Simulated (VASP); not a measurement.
Input of a VASP 6.6.1 run:

POSCAR

```
NiO
1.0
    0.0000000000      2.0891700000      2.0891700000
    2.0891700000      0.0000000000      2.0891700000
    2.0891700000      2.0891700000      0.0000000000
Ni O
1 1
Direct
    0.0000000000      0.0000000000      0.0000000000
    0.5000000000      0.5000000000      0.5000000000
```

The input INCAR.step1:

```
SYSTEM = NiO
PREC = Accurate ; ENCUT = 660
ISMEAR = -1 ; SIGMA = 0.1
LREAL = .FALSE. ; LASPH = .TRUE.
NELM = 120 ; NBANDS = 15
GGA = PE ; ALGO = Normal
EDIFF = 1E-5 ; LWAVE = .TRUE.
LCHARG = .FALSE. ; GGA_COMPAT = .FALSE.
```

INCAR.step2

```
SYSTEM = NiO
PREC = Accurate ; ENCUT = 660
EDIFF = 1E-6 ; ISMEAR = -1
SIGMA = 0.1 ; LREAL = .FALSE.
LASPH = .TRUE. ; NELM = 120
ALGO = Normal ; ISIF = 2
LWAVE = .FALSE. ; LCHARG = .FALSE.
METAGGA = R2SCAN ; LMIXTAU = .TRUE.
NBANDS = 15 ; ISTART = 1
GGA_COMPAT = .FALSE.
```

Contents of KPOINTS:

```
Automatic mesh
0
G
  2 2 2
  0 0 0
```

Potentials or basis: VASP PAW PBE potentials, release 64 (Ni, O).

Run with:

```bash
$ cat potpaw_PBE.64/Ni/POTCAR potpaw_PBE.64/O/POTCAR > POTCAR
$ cp INCAR.step1 INCAR
$ mpirun -np 1 vasp_std > vasp.out
$ cp INCAR.step2 INCAR
$ mpirun -np 1 vasp_std > vasp.out
```

Estimate the band gap on the k mesh.

zero (bands 8 and 9 overlap by 2.74 eV).

What does it give for the pressure?

-17.3 GPa.

Caveat: the k points lie up to 1.30 Å⁻¹ apart, too coarse for converged energies and pressures of a metal; the PAW data sets were made with another functional, which shifts forces and pressure a little; the run has no spin polarisation, though such a crystal can be magnetic; semilocal functionals often make such compounds metallic where correlation or magnetic order opens a gap, which also shifts bond lengths. With open d or f shells a metallic result of r2SCAN can be an artefact of self-interaction; +U or a hybrid may open a gap.
